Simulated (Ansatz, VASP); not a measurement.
ScAl4: VASP beside Ansatz

```
Sc Al
1.0
    10.71635    0.00000    0.00000
    -5.35817    9.28063    0.00000
     0.00000    0.00000    3.12672
Sc Al
3 12
Direct
  0.50000 0.00000 0.00000
  0.00000 0.50000 0.00000
  0.50000 0.50000 0.00000
  0.86058 0.13942 0.00000
  0.86058 0.72117 0.00000
  0.27883 0.13942 0.00000
  0.13942 0.86058 0.00000
  0.13942 0.27883 0.00000
  0.72117 0.86058 0.00000
  0.74771 0.25229 0.50000
  0.74771 0.49543 0.50000
  0.50457 0.25229 0.50000
  0.25229 0.74771 0.50000
  0.25229 0.50457 0.50000
  0.49543 0.74771 0.50000
```

Alike in both runs: task single point; functional PBE; k mesh 3 × 3 × 6; occupations gaussian, width 0.1 eV; collinear spin.

|  | VASP | Ansatz |
| --- | --- | --- |
| version | VASP 6.6.1 | Ansatz 0.2.0 |
| potentials or method | VASP PAW PBE potentials, release 64 (Sc_sv, Al), cutoff 520 eV | scalar-relativistic, plane waves, PAW |
| valence electrons in the cell | 69 | 69 |

VASP gave:

- gap on the k mesh at the Fermi level (eV): none
- pressure (GPa): -0.1
- rms of the force components (eV/Å): 0.006
- net moment per atom (μB): 0.00

Which values does Ansatz return?

gap on the k mesh at the Fermi level (eV): none; pressure (GPa): -0.1; rms of the force components (eV/Å): 0.007; net moment per atom (μB): 0.00.

Atom by atom the forces differ by 0.001 eV/Å (rms over components). A gap of «none» marks a metal or a gap that the smearing closes. With one functional, cell and mesh, what is left measures potentials, basis and numerics. Ansatz's warnings: seeded moment not kept.
